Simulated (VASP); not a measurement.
Wanted: the native input for a VASP 6.6.1 run.

```
Task                   : single point
Functional             : PBE
Potentials or basis    : VASP PAW PBE potentials, release 64 (Ti_sv, Al)
Cutoff                 : 520 eV
k mesh                 : 16 × 16 × 16
Occupations            : gaussian, width 0.15 eV
Spin                   : no spin polarisation
Dipole correction      : no
Further INCAR settings : ALGO = Fast; EDIFF = 1e-06; NBANDS = 14
```

The structure of TiAl lies in POSCAR:

```
TiAl
1.0
    3.4333891200      0.0000000000      0.0000000000
    0.0000000000      3.4333891200      0.0000000000
    0.0000000000      0.0000000000      3.1790640000
Ti Al
1 1
Direct
    0.0000000000      0.0000000000      0.0000000000
    0.5000000000      0.5000000000      0.5000000000
```

This cell differs from its parent crystal: strain +0.080 along x and y, +0.000 along z.

One way to write it, as run:

INCAR

```
ALGO     = Fast           # electronic algorithm
EDIFF    = 1E-6           # SCF threshold, eV
ENCUT    = 520            # plane-wave cutoff, eV
GGA      = PE             # functional
ISIF     = 2              # what is computed and relaxed
ISMEAR   = 0              # smearing method
LASPH    = True           # aspherical terms in the spheres
LCHARG   = False          # write CHGCAR
LREAL    = False          # projectors in reciprocal space
LWAVE    = False          # write WAVECAR
NBANDS   = 14             # bands
NELM     = 100            # most SCF steps
PREC     = Accurate       # precision mode
SIGMA    = 0.15           # smearing width, eV
```

KPOINTS

```
k-points
0
Gamma
  16 16 16
```

Potentials or basis: VASP PAW PBE potentials, release 64 (Ti_sv, Al).

Launch:

```console
$ cat potpaw_PBE.64/Ti_sv/POTCAR potpaw_PBE.64/Al/POTCAR > POTCAR
$ mpirun -np 1 vasp_std > vasp.out
```

Results of the run:

```
Pressure : -12.0 GPa
```

Caveat: the cell differs from its parent crystal (strain +0.080 along x and y, +0.000 along z).

Run time: 2.7 min on 1 thread of Intel(R) Xeon(R) 6975P-C (Granite Rapids), with other jobs on the host, peak memory 0.32 GiB.
